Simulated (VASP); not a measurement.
A run of VASP 6.6.1:

The input INCAR:

```
  PREC = Accurate
  ENCUT = 520
  EDIFF = 1E-7
  ISMEAR = 0
  SIGMA = 0.05
  LREAL = False
  LASPH = True
  NELM = 80
  ALGO = Normal
  ISIF = 2
  LWAVE = False
  LCHARG = False
  GGA = PE
  NBANDS = 16
```

The input KPOINTS:

```
Automatic mesh
0
Gamma
  8 8 6
```

Contents of POSCAR:

```
MgO
1.0
    0.0000000000     -2.1351500000     -2.1351500000
    0.0000000000      2.1351500000     -2.1351500000
    4.2703000000      0.0000000000      0.0000000000
Mg O
2 2
Direct
    0.5000000000      0.5000000000      0.4995788723
    0.0000000000      0.0000000000      0.0004211277
    0.5000000000      0.5000000000     -0.0035126338
    0.0000000000      0.0000000000      0.5035126338
```

Potentials or basis: VASP PAW PBE potentials, release 64 (Mg, O).

The run is started by

```console
$ cat potpaw_PBE.64/Mg/POTCAR potpaw_PBE.64/O/POTCAR > POTCAR
$ mpirun -np 1 vasp_std > vasp.out
```

Hardware: 1 thread of AMD EPYC 7R43 64-Core Processor (Zen 3), on a shared host.

**Question.** Estimate the wall time of this run.

**Answer.** Wall time 47 s on 1 thread of AMD EPYC 7R43 64-Core Processor (Zen 3), with other jobs on the host, peak memory 0.14 GiB. Counts: scf iterations 14, k points 60.
